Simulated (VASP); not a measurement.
Input of a VASP 6.6.1 run:

Contents of INCAR:

```
SYSTEM = ZnS
  ALGO = Normal
  EDIFF = 1E-7
  ENCUT = 520
  GGA = PE
  ISIF = 2
  ISMEAR = 0
  LASPH = .True.
  LCHARG = .True.
  LELF = .True.
  LREAL = .False.
  LVHAR = .True.
  LWAVE = .False.
  NBANDS = 16
  NELM = 80
  PREC = Accurate
  SIGMA = 0.02
```

Contents of KPOINTS:

```
k-points
0
Gamma
  10 10 10
  0 0 0
```

The input POSCAR:

```
ZnS
1.0
    0.0000000000      2.7211543038      2.7211543038
    2.7211543038      0.0000000000      2.7211543038
    2.7211543038      2.7211543038      0.0000000000
Zn S
1 1
Direct
    0.0000000000      0.0000000000      0.0000000000
    0.7500000000      0.7500000000      0.7500000000
```

Potentials or basis: VASP PAW PBE potentials, release 64 (Zn, S).

Run with:

```console
$ cat potpaw_PBE.64/Zn/POTCAR potpaw_PBE.64/S/POTCAR > POTCAR
$ mpirun -np 1 vasp_std > vasp.out
```

Question: Predict the pressure.

Answer: 0.2 GPa.

Question: Predict the band gap on the k mesh.

Answer: 2.02 eV, direct.

Expect the measured gap to be larger: semilocal functionals such as PBE lack the derivative discontinuity.
